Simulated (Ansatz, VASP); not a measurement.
# Ta3B2N in VASP and in Ansatz

```
CELL_PARAMETERS angstrom
3.04252 0.00000 0.00000
0.00000 3.04252 0.00000
0.00000 0.00000 8.65074
ATOMIC_POSITIONS crystal
Ta 0.00000 0.00000 0.22600
Ta 0.00000 0.00000 0.77400
Ta 0.50000 0.50000 0.50000
B 0.00000 0.00000 0.50000
B 0.50000 0.50000 0.00000
N 0.00000 0.00000 0.00000
```

Alike in both runs: functional PBE; k mesh 4 × 4 × 4; occupations gaussian, width 0.1 eV; no spin polarisation.

Ansatz relaxed the structure, and its values are those at the end. VASP's run is a single point on that final structure, the one shown.

```csv
,VASP,Ansatz
version,VASP 6.6.1,Ansatz 0.2.0
potentials or method,"VASP PAW PBE potentials, release 64 (Ta_sv_GW, B, N), cutoff 600 eV","scalar-relativistic, plane waves, PAW"
valence electrons in the cell,50,50
```

VASP gave:

```
gap on the k mesh at the Fermi level (eV) : none
pressure (GPa)                            : -0.1
rms of the force components (eV/Å)        : 0.010
```

Estimate Ansatz's values.

gap on the k mesh at the Fermi level (eV): none; pressure (GPa): 0.0; rms of the force components (eV/Å): 0.000.

A gap of «none» marks a metal or a gap that the smearing closes. The functional is the same, so the differences come from potentials, cutoffs and numerics.

The k mesh is coarse, so the values compare programs but aren't converged. Neither program's run includes spin-orbit coupling.
